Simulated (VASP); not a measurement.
Input of a VASP 6.6.1 run:

Contents of POSCAR:

```
Zr
1.0
    3.0052388423      0.0000000000      0.0000000000
   -1.5026194212      2.6026131819      0.0000000000
    0.0000000000      0.0000000000      3.0367553403
Zr
1
Direct
    0.0000000000      0.0000000000      0.0000000000
```

INCAR.step1

```
ALGO = Normal ; EDIFF = 1E-4
ENCUT = 520 ; GGA = PE
ISMEAR = 0 ; LASPH = True
LCHARG = False ; LREAL = False
LWAVE = True ; NBANDS = 12
NELM = 80 ; PREC = Accurate
SIGMA = 0.1
```

The input INCAR.step2:

```
ALGO = Normal ; EDIFF = 1E-7
ENCUT = 520 ; ISIF = 2
ISMEAR = 0 ; ISTART = 1
LASPH = True ; LCHARG = False
LMIXTAU = True ; LREAL = False
LWAVE = False ; METAGGA = R2SCAN
NBANDS = 12 ; NELM = 80
PREC = Accurate ; SIGMA = 0.1
```

Contents of KPOINTS:

```
k-points
0
Gamma
  21 21 20
```

Potentials or basis: VASP PAW PBE potentials, release 64 (Zr_sv).

Command:

```sh
$ cat potpaw_PBE.64/Zr_sv/POTCAR > POTCAR
$ cp INCAR.step1 INCAR
$ mpirun -np 1 vasp_std > vasp.out
$ cp INCAR.step2 INCAR
$ mpirun -np 1 vasp_std > vasp.out
```

**Question.** Estimate the band gap on the k mesh.

**Answer.** Zero (bands 6 and 7 overlap by 0.58 eV).

**Question.** What does it give for the pressure?

**Answer.** 0.0 GPa.

Caveat: the PAW data sets were made with another functional, which shifts forces and pressure a little.
